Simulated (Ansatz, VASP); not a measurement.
# Two plane-wave programs on K4As2Pb

```xyz
7
Lattice="2.9294 5.0738 0.0000 -2.9294 5.0738 0.0000 -2.9294 1.6913 9.3853" Properties=species:S:1:pos:R:3 pbc="T T T"
Pb    0.0000    0.0000    0.0000
As   -2.9294    5.0738    2.5039
As    0.0000    6.7651    6.8814
K     0.0000    3.3825    1.5364
K    -2.9294    8.4563    7.8490
K    -2.9294    5.0738    5.8655
K     0.0000    6.7651    3.5199
```

Alike in both runs: task single point; functional PBE; k mesh 7 × 7 × 7; no spin polarisation.

|  | VASP | Ansatz |
| --- | --- | --- |
| version | VASP 6.6.1 | Ansatz 0.2.0 |
| potentials or method | VASP PAW PBE potentials, release 64 (Pb_d, As, K_sv), cutoff 520 eV | PAW plane waves |
| occupations | fermi-dirac, width 0.1 eV | fermi-dirac |
| valence electrons in the cell | 60 | 80 |

```tsv
	VASP	Ansatz	Ansatz less VASP
pressure (GPa)	1.9	1.9	-0.02
traceless stress, the component that is largest in VASP (GPa)	3.62	3.60	-0.013
rms of the force components (eV/Å)	0.513	0.511	-0.0021
```

Atom by atom the forces differ by 0.002 eV/Å (rms over components). VASP's potentials hold 60 valence electrons a cell and Ansatz's 80, so a difference there can come from the potentials and not from the codes. Ansatz's warnings: structure snapped to symmetry.

Spin-orbit coupling is off throughout.
